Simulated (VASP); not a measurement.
Set up this calculation in VASP 6.6.1, as the native input.

```
Task                   : single point
Functional             : LDA
Potentials or basis    : VASP PAW LDA potentials, release 64 (W_sv, N)
Cutoff                 : 520 eV
k mesh                 : 3 × 3 × 3
Occupations            : fermi-dirac, width 0.15 eV
Spin                   : no spin polarisation
Dipole correction      : no
Further INCAR settings : LREAL = Auto; ALGO = Normal; EDIFF = 1e-06; NBANDS = 128
```

The structure of W16N (a cell with a defect) lies in POSCAR:

```
W16N
1.0
    6.3200000000      0.0000000000      0.0000000000
    0.0000000000      6.3200000000      0.0000000000
    0.0000000000      0.0000000000      6.3200000000
W N
16 1
Direct
    0.0071550824     -0.0456663866     -0.0005012732
    0.5072289971     -0.0020439504     -0.0006167067
    0.0070872333      0.5455041593     -0.0004855378
    0.0072511278     -0.0020024525      0.4994007902
    0.2561525400      0.2499283847      0.2483026377
    0.5072050367      0.5019439243     -0.0006168845
    0.5072026766      0.0059073318      0.4994336971
    0.7580386600      0.2499494495      0.2485853064
    0.0072511111      0.5019006970      0.4994077464
    0.2659928168      0.7499465428      0.2580818689
    0.2562641149      0.2499173402      0.7502919748
    0.5071928843      0.4939764133      0.4994343869
    0.7484247563      0.7499488900      0.2582078864
    0.7582660838      0.2499472454      0.7504588512
    0.2658999238      0.7499398438      0.7407096104
    0.7485309740      0.7499565433      0.7405884953
    0.0068922811      0.2498898241     -0.0005502495
```

One way to write it, as run:

INCAR

```
PREC = Accurate ; ENCUT = 520
EDIFF = 1E-6 ; ISMEAR = -1
SIGMA = 0.15 ; LREAL = Auto
LASPH = True ; NELM = 80
ALGO = Normal ; ISIF = 2
LWAVE = False ; LCHARG = True
GGA = CA ; LELF = True
LVHAR = True ; NBANDS = 128
```

KPOINTS

```
regular mesh
0
Gamma
  3 3 3
```

Potentials or basis: VASP PAW LDA potentials, release 64 (W_sv, N).

Command:

```bash
$ cat potpaw_LDA.64/W_sv/POTCAR potpaw_LDA.64/N/POTCAR > POTCAR
$ mpirun -np 1 vasp_std > vasp.out
```

Results of the run:

| Quantity | Value |
| --- | --- |
| Pressure | 4.5 GPa |
| Largest force | 0.064 eV/Å |
| Band gap on the k mesh | zero (an odd number of electrons rules out a gap without spin polarisation) |

Caveat: spin-orbit coupling is left out, which moves the levels of the heavy elements.

Run time: 24 min on 1 thread of AMD EPYC 7R13, on a shared host, peak memory 0.45 GiB.
